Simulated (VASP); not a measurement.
Crystal: Sc.

```
Sc
1.0
     3.00008    0.00000    0.00000
     0.00000    3.00008    0.00000
     0.00000    0.00000    3.00008
Sc
1
Direct
  0.00000 0.00000 0.00000
```

This isn't the form of Sc at room conditions, which is hcp.

* Program: VASP 6.6.1
* Task: relaxation of cell and atoms
* Functional: LDA
* Potentials or basis: VASP PAW LDA potentials, release 64 (Sc_sv)
* Cutoff: 600 eV
* k mesh: 10 × 10 × 10
* Occupations: fermi-dirac, width 0.1 eV
* Spin: no spin polarisation

At the start: pressure -4.7 GPa; volume 27.00 Å³/atom.

How do energy, volume and symmetry change on relaxing?

Over 4 steps the energy falls by 59.6 meV/atom and the volume is 23.33 Å³/atom (-13.6 %); space group Pm-3m (No. 221, to 0.1 Å) before and after.

Step by step:
```csv
step,energy change (eV),largest force (eV/Å),pressure (GPa),volume (Å³)
1,0.0000,0.0000,-4.73,27.00
2,-0.0572,0.0000,-1.05,24.00
3,-0.0596,0.0000,-0.14,23.42
4,-0.0596,0.0000,-0.03,23.33
```

Final structure:
```
Sc
1.0
     2.85726    0.00000    0.00000
     0.00000    2.85726    0.00000
     0.00000    0.00000    2.85726
Sc
1
Cartesian
  0.0000 0.0000 0.0000
```
